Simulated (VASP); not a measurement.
# AgCl (F-43m) in VASP: elastic constants with PBE

Aim: the elastic constants of AgCl with PBE.

All numbers are computed with VASP 6.6.1; they aren't measurements. Logs are shortened: lines on timing, memory, paths and dates and some standing lists are left out, and cuts for length are marked.

### 1 The cell of the first run

The structure is cubic, space group F-43m (No. 216). Conventional cell: a = 6.041 Å, b = 6.041 Å, c = 6.041 Å, α = 90.00°, β = 90.00°, γ = 90.00°. Ag (site symmetry -43m) has 4 Cl at 2.62 Å within 3.5 Å. Within 3.5 Å of Cl (site symmetry -43m) lie 4 Ag at 2.62 Å.

### 2 Elastic constants, PBE

INCAR reads:

```
SYSTEM = AgCl
ALGO     = Normal         ! electronic algorithm
EDIFF    = 1E-8           ! SCF threshold, eV
ENCUT    = 600            ! plane-wave cutoff, eV
GGA      = PE             ! functional
IBRION   = 6              ! ionic algorithm
ISIF     = 3              ! what is computed and relaxed
ISMEAR   = 0              ! smearing method
LASPH    = .True.         ! aspherical terms in the spheres
LCHARG   = .False.        ! write CHGCAR
LREAL    = .False.        ! projectors in reciprocal space
LWAVE    = .False.        ! write WAVECAR
NELM     = 100            ! most SCF steps
NFREE    = 2            
NSW      = 1              ! ionic steps
POTIM    = 0.015          ! step
PREC     = Accurate       ! precision mode
SIGMA    = 0.01           ! smearing width, eV
```

KPOINTS reads:

```
k-points
0
Gamma
  8 8 8
  0 0 0
```

POSCAR reads:

```
AgCl
1.0
    0.0000000000      3.0207000000      3.0207000000
    3.0207000000      0.0000000000      3.0207000000
    3.0207000000      3.0207000000      0.0000000000
Ag Cl
1 1
Direct
    0.0000000000      0.0000000000      0.0000000000
    0.2500000000      0.2500000000      0.2500000000
```

Potentials or basis: VASP PAW PBE potentials, release 64 (Ag, Cl).

Run with:

```
cat potpaw_PBE.64/Ag/POTCAR potpaw_PBE.64/Cl/POTCAR > POTCAR
mpirun -np 1 vasp_std > vasp.out
```

OUTCAR:

```text
SYSTEM = AgCl
   EDIFF = 1E-8
   ENCUT = 600
   GGA = PE
   IBRION = 6
   ISIF = 3
   ISMEAR = 0
   LASPH = .True.
   LREAL = .False.
   NELM = 100
   NFREE = 2
   NSW = 1
   POTIM = 0.015
   PREC = Accurate

 ion  position               nearest neighbor table
   1  0.000  0.000  0.000-   2 2.62   2 2.62   2 2.62   2 2.62
   2  0.250  0.250  0.250-   1 2.62   1 2.62   1 2.62   1 2.62

  LATTYP: Found a face centered cubic cell.
 ALAT       =     6.0414000000

  Lattice vectors:

 A1 = (   0.0000000000,   3.0207000000,   3.0207000000)
 A2 = (   3.0207000000,   0.0000000000,   3.0207000000)
 A3 = (   3.0207000000,   3.0207000000,   0.0000000000)

Analysis of symmetry for initial positions (statically):
=====================================================================
 Subroutine PRICEL returns:
 Original cell was already a primitive cell.

 Routine SETGRP: Setting up the symmetry group for a
 face centered cubic supercell.

 Subroutine GETGRP returns: Found 24 space group operations
 (whereof 24 operations were pure point group operations)
 out of a pool of 48 trial point group operations.

The static configuration has the point symmetry T_d .

Analysis of symmetry for dynamics (positions and initial velocities):
=====================================================================
 Subroutine PRICEL returns:
 Original cell was already a primitive cell.

 Routine SETGRP: Setting up the symmetry group for a
 face centered cubic supercell.

 Subroutine GETGRP returns: Found 24 space group operations
 (whereof 24 operations were pure point group operations)
 out of a pool of 48 trial point group operations.

The dynamic configuration has the point symmetry T_d .

[... 717 lines left out ...]
      1     -13.0325      2.00000
      2      -2.4190      2.00000
      3      -2.3024      2.00000
      4      -2.1186      2.00000
      5      -0.5967      2.00000
      6      -0.4976      2.00000
      7      -0.3242      2.00000
      8       0.4334      2.00000
      9       0.7288      2.00000
     10       6.1226      0.00000
     11       8.0052      0.00000
     12       9.1159      0.00000
     13      10.4761      0.00000

 [... further k-points ...]

------------------------ aborting loop because EDIFF is reached ----------------------------------------

  FORCE on cell =-STRESS in cart. coord.  units (eV):
  Direction    XX          YY          ZZ          XY          YZ          ZX
  --------------------------------------------------------------------------------------
  -------------------------------------------------------------------------------------
  Total        0.0642129      0.0652101      0.0652101      0.0000000      0.0434572      0.0000000
  in kB        1.8662953      1.8952778      1.8952778      0.0000000      1.2630483      0.0000000
  external PRESSURE =       1.8856170 kB  Pullay stress =       0.0000000 kB
[... 17 lines left out ...]
  FREE ENERGIE OF THE ION-ELECTRON SYSTEM (eV)
  ---------------------------------------------------
  free  energy   TOTEN  =        -5.4527828232 eV

  energy  without entropy=       -5.4527828232  energy(sigma->0) =       -5.45278282

 INTERNAL STRAIN TENSORS FROM STRAINED CELLS
 ============================================

 INTERNAL STRAIN TENSOR FOR ION    1 for displacements in x,y,z  (eV/Angst):
          X           Y           Z          XY          YZ          ZX
  --------------------------------------------------------------------------------
  x    -0.00000     0.00000    -0.00000     0.00000     2.89910    -0.00000
  y    -0.00000    -0.00000     0.00000    -0.00000     0.00000     2.89979
  z    -0.00000    -0.00000     0.00000     2.89949    -0.00000     0.00000

 INTERNAL STRAIN TENSORS FROM DISPLACED ATOMS
 ============================================

 INTERNAL STRAIN TENSOR FOR ION    1 for displacements in x,y,z  (eV/Angst):
          X           Y           Z          XY          YZ          ZX
  --------------------------------------------------------------------------------
  x     0.00000    -0.00000    -0.00000     0.00000     2.88829     0.00000
  y     0.00000     0.00000     0.00000     0.00000     0.00000     2.88829
  z    -0.00000    -0.00000     0.00000     2.88829     0.00000     0.00000

 INTERNAL STRAIN TENSOR FOR ION    2 for displacements in x,y,z  (eV/Angst):
          X           Y           Z          XY          YZ          ZX
  --------------------------------------------------------------------------------
  x    -0.00000     0.00000     0.00000     0.00000    -2.88972     0.00000
  y     0.00000    -0.00000     0.00000     0.00000     0.00000    -2.88972
  z     0.00000     0.00000    -0.00000    -2.88972     0.00000     0.00000

 Eigenvectors and eigenvalues of the dynamical matrix
 ----------------------------------------------------

   1 f  =    3.648470 THz    22.924015 2PiTHz  121.699868 cm-1    15.088854 meV
             X         Y         Z           dx          dy          dz
      0.000000  0.000000  0.000000    -0.498977    0.000000    0.000000
      1.510350  1.510350  1.510350     0.866615    0.000000    0.000000
[... 21 lines left out ...]
   6 f/i=    0.006802 THz     0.042738 2PiTHz    0.226889 cm-1     0.028131 meV
             X         Y         Z           dx          dy          dz
      0.000000  0.000000  0.000000     0.000000    0.000000    0.866615
      1.510350  1.510350  1.510350     0.000000    0.000000    0.498977

--------------------------------------------------------------------------------------------------------

 ELASTIC MODULI CONTR FROM IONIC RELAXATION (kBar)
 Direction    XX          YY          ZZ          XY          YZ          ZX
 --------------------------------------------------------------------------------
 XX          -0.0000      0.0000      0.0000      0.0000     -0.0000     -0.0000
 YY           0.0000     -0.0000     -0.0000      0.0000      0.0000     -0.0000
 ZZ           0.0000     -0.0000     -0.0000     -0.0000      0.0000     -0.0000
 XY           0.0000      0.0000     -0.0000   -166.5517      0.0000      0.0000
 YZ          -0.0000      0.0000      0.0000      0.0000   -166.5517      0.0000
 ZX          -0.0000     -0.0000     -0.0000      0.0000      0.0000   -166.5517
 --------------------------------------------------------------------------------

 TOTAL ELASTIC MODULI (kBar)
 Direction    XX          YY          ZZ          XY          YZ          ZX
 --------------------------------------------------------------------------------
 XX         335.6971    300.5391    300.5391      0.0000     -0.0000     -0.0000
 YY         300.5391    335.6971    300.5391      0.0000      0.0000     -0.0000
 ZZ         300.5391    300.5391    335.6971     -0.0000      0.0000     -0.0000
 XY           0.0000      0.0000     -0.0000     56.3739      0.0000      0.0000
 YZ          -0.0000      0.0000      0.0000      0.0000     56.3739      0.0000
 ZX          -0.0000     -0.0000     -0.0000      0.0000      0.0000     56.3739
 --------------------------------------------------------------------------------
```

OSZICAR:

```text
N       E                     dE             d eps       ncg     rms          rms(c)
DAV:   1     0.112289249979E+03    0.11229E+03   -0.90545E+03   754   0.135E+03
[... 217 lines left out ...]
DAV:   5    -0.545278918711E+01   -0.21147E-05   -0.49336E-05  2570   0.476E-02    0.157E-02
DAV:   6    -0.545278409049E+01    0.50966E-05   -0.59521E-06  2805   0.177E-02    0.915E-03
DAV:   7    -0.545278301218E+01    0.10783E-05   -0.15250E-05  2720   0.262E-02    0.129E-02
DAV:   8    -0.545278288135E+01    0.13083E-06   -0.20438E-06  2540   0.104E-02    0.127E-02
DAV:   9    -0.545278285531E+01    0.26043E-07   -0.13621E-07  2915   0.265E-03    0.860E-03
DAV:  10    -0.545278282157E+01    0.33738E-07   -0.82457E-08  2640   0.194E-03    0.552E-03
DAV:  11    -0.545278282324E+01   -0.16696E-08   -0.13640E-08  2137   0.777E-04
  17 F= -.54527828E+01 E0= -.54527828E+01  d E =-.149984E-22
```

Run time: 25 min. Hardware: 1 thread of Oxide Virtual Turin-like, shared host; peak memory 0.35 GiB.

Results:

```yaml
Elastic_constants_C11_C12_C44: 34, 30, 6 GPa
Voigt_bulk_modulus: 31 GPa
Highest_phonon_frequency_at_Γ_LO-TO_splitting_left_out: 122 cm⁻¹
```

Phonon frequencies in cm⁻¹ (negative: imaginary):
| q point | frequencies |
| --- | --- |
| (0.000, 0.000, 0.000) | 0 0 0 122 122 122 |

Elastic tensor in Voigt notation (GPa, in the Cartesian axes of the cell as first typed):
```
34 30 30  0  0  0
30 34 30  0  0  0
30 30 34  0  0  0
 0  0  0  6  0  0
 0  0  0  0  6  0
 0  0  0  0  0  6
```

Clamped-ion elastic tensor (GPa):
```
34 30 30  0  0  0
30 34 30  0  0  0
30 30 34  0  0  0
 0  0  0 22  0  0
 0  0  0  0 22  0
 0  0  0  0  0 22
```
